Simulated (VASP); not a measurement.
The system is KF.

```
CELL_PARAMETERS angstrom
0.00000 2.65441 2.65441
2.65441 0.00000 2.65441
2.65441 2.65441 0.00000
ATOMIC_POSITIONS crystal
K 0.00000 0.00000 0.00000
F 0.50000 0.50000 0.50000
```

```yaml
Program: VASP 6.6.1
Task: relaxation of cell and atoms
Functional: PBE
Potentials_or_basis: VASP PAW PBE potentials, release 64 (K_sv, F)
Cutoff: 600 eV
k_mesh: 8 × 8 × 8
Occupations: fermi-dirac, width 0.02 eV
Spin: no spin polarisation
```

At the start: pressure 2.1 GPa; volume 18.70 Å³/atom.

How do energy, volume and symmetry change on relaxing?

Over 4 steps the energy falls by 7.6 meV/atom and the volume is 19.93 Å³/atom (+6.5 %); space group Fm-3m (No. 225, to 0.05 Å).

Step by step:
```
step  energy change (eV)  largest force (eV/Å)  pressure (GPa)  volume (Å³)
   1              0.0000                0.0000            2.13        37.41
   2             -0.0125                0.0000            0.85        38.77
   3             -0.0153                0.0000           -0.04        39.91
   4             -0.0153                0.0000            0.00        39.85
```

Final structure:
```cif
data_structure
_symmetry_space_group_name_H-M 'P 1'
_symmetry_Int_Tables_number 1
_cell_length_a 3.8340
_cell_length_b 3.8340
_cell_length_c 3.8340
_cell_angle_alpha 60.000
_cell_angle_beta 60.000
_cell_angle_gamma 60.000
_cell_volume 39.85
loop_
_atom_site_label
_atom_site_type_symbol
_atom_site_fract_x
_atom_site_fract_y
_atom_site_fract_z
_atom_site_occupancy
K1 K 0.00000 0.00000 0.00000 1
F1 F 0.50000 0.50000 0.50000 1
```
